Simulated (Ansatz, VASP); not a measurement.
**One calculation of SnO2, two programs**

Contents of INCAR:

```
ALGO     = Normal         # electronic algorithm
EDIFF    = 1E-6           # SCF threshold, eV
ENCUT    = 520            # plane-wave cutoff, eV
GGA      = PE             # functional
ISIF     = 2              # what is computed and relaxed
ISMEAR   = 0              # smearing method
LASPH    = T              # aspherical terms in the spheres
LCHARG   = F              # write CHGCAR
LREAL    = F              # projectors in reciprocal space
LWAVE    = F              # write WAVECAR
NBANDS   = 64             # bands
NELM     = 60             # most SCF steps
PREC     = Accurate       # precision mode
SIGMA    = 0.05           # smearing width, eV
```

File KPOINTS:

```
k-points
0
Gamma
  6 6 6
```

POSCAR

```
SnO2
1.0
    4.7572535921      0.0000000000      0.0000000000
    0.0000000000      5.6688952560      0.0000000000
    0.0000000000      0.0000000000      5.2688385608
Sn O
4 8
Direct
    0.5000000000      0.6651654903      0.7500000000
    0.0000000000      0.8348345097      0.2500000000
    0.5000000000      0.3348345097      0.2500000000
    0.0000000000      0.1651654903      0.7500000000
    0.7301204269      0.6070551965      0.0781681516
    0.2301204269      0.8929448035      0.9218318484
    0.7698795731      0.8929448035      0.5781681516
    0.2698795731      0.6070551965      0.4218318484
    0.7301204269      0.3929448035      0.5781681516
    0.2301204269      0.1070551965      0.4218318484
    0.7698795731      0.1070551965      0.0781681516
    0.2698795731      0.3929448035      0.9218318484
```

Input for Ansatz:

```yaml
crystal:
  lattice:
    - [4.7572535921, 0.0, 0.0]
    - [0.0, 5.668895256, 0.0]
    - [0.0, 0.0, 5.2688385608]
  atoms:
    - { symbol: Sn, position: [0.5, 0.6651654903, 0.75] }
    - { symbol: Sn, position: [0.0, 0.8348345097, 0.25] }
    - { symbol: Sn, position: [0.5, 0.3348345097, 0.25] }
    - { symbol: Sn, position: [0.0, 0.1651654903, 0.75] }
    - { symbol: O, position: [0.7301204269, 0.6070551965, 0.0781681516] }
    - { symbol: O, position: [0.2301204269, 0.8929448035, 0.9218318484] }
    - { symbol: O, position: [0.7698795731, 0.8929448035, 0.5781681516] }
    - { symbol: O, position: [0.2698795731, 0.6070551965, 0.4218318484] }
    - { symbol: O, position: [0.7301204269, 0.3929448035, 0.5781681516] }
    - { symbol: O, position: [0.2301204269, 0.1070551965, 0.4218318484] }
    - { symbol: O, position: [0.7698795731, 0.1070551965, 0.0781681516] }
    - { symbol: O, position: [0.2698795731, 0.3929448035, 0.9218318484] }
basis:
  ecutwfc: 520.0
kpoints:
  mp_grid: { grid: [6, 6, 6] }
hamiltonian:
  xc: pbe
  pseudopotentials: { kind: paw, azcp: { folder: soft_1 } }
scf:
  occupations: { method: gaussian, width: 0.05 }
output:
  forces: true
  stress: true
  eigenvalues: true
```

Change from the starting cell: volume 11.841 Å^3 an atom, stretch along b over the lengths across it, relative to the relaxed cell 0.9802.

Alike in both runs: task single point; functional PBE; k mesh 6 × 6 × 6; occupations gaussian, width 0.05 eV; no spin polarisation.

```csv
,VASP,Ansatz
version,VASP 6.6.1,Ansatz 0.2.0
potentials or method,"VASP PAW PBE potentials, release 64 (Sn_d, O), cutoff 520 eV","scalar-relativistic, plane waves, PAW"
valence electrons in the cell,104,104
```

|  | VASP | Ansatz | Ansatz less VASP |
| --- | --- | --- | --- |
| gap on the k mesh at the Fermi level (eV) | 1.38 | 1.40 | +0.012 |
| least direct gap on the mesh (eV) | 1.40 | 1.41 | +0.011 |
| pressure (GPa) | 8.8 | 8.1 | -0.71 |
| traceless stress, the component that is largest in VASP (GPa) | 2.01 | 2.04 | +0.024 |
| rms of the force components (eV/Å) | 0.071 | 0.062 | -0.0085 |

Atom by atom the forces differ by 0.011 eV/Å (rms over components). The functional is the same, so the differences come from potentials, cutoffs and numerics.
